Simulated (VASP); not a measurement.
Yb, 1 atom in the cell. Symmetry: R-3m, No. 166, trigonal system. The conventional cell has a = 5.964 Å, b = 5.964 Å, c = 3.876 Å, α = 90.00°, β = 90.00°, γ = 120.00°. Within 4.8 Å of Yb (site symmetry -3m) lie 14 Yb at 3.68 to 4.30 Å.  This cell differs from its parent crystal: equal xy, yz and zx shear strains of +4 %.

```yaml
Program: VASP 6.6.1
Task: single point
Functional: PBEsol
Potentials_or_basis: VASP PAW PBE potentials, release 64 (Yb)
Cutoff: 520 eV
k_mesh: 12 × 12 × 12
Occupations: fermi-dirac, width 0.05 eV
Spin: no spin polarisation
Dipole_correction: no
Further_INCAR_settings: ALGO = Normal; EDIFF = 1e-07; NBANDS = 18
```

Potentials or basis: VASP PAW PBE potentials, release 64 (Yb).

Command:

```console
$ cat potpaw_PBE.64/Yb/POTCAR > POTCAR
$ mpirun -np 1 vasp_std > vasp.out
```

Hardware: 1 thread of Oxide Virtual Turin-like Processor, with other jobs on the host.

Task: Estimate the wall time of this run.

Result: It took 9.8 min on 1 thread of Oxide Virtual Turin-like Processor, with other jobs on the host, peak memory 0.25 GiB. Counts: scf iterations 36, k points 189.
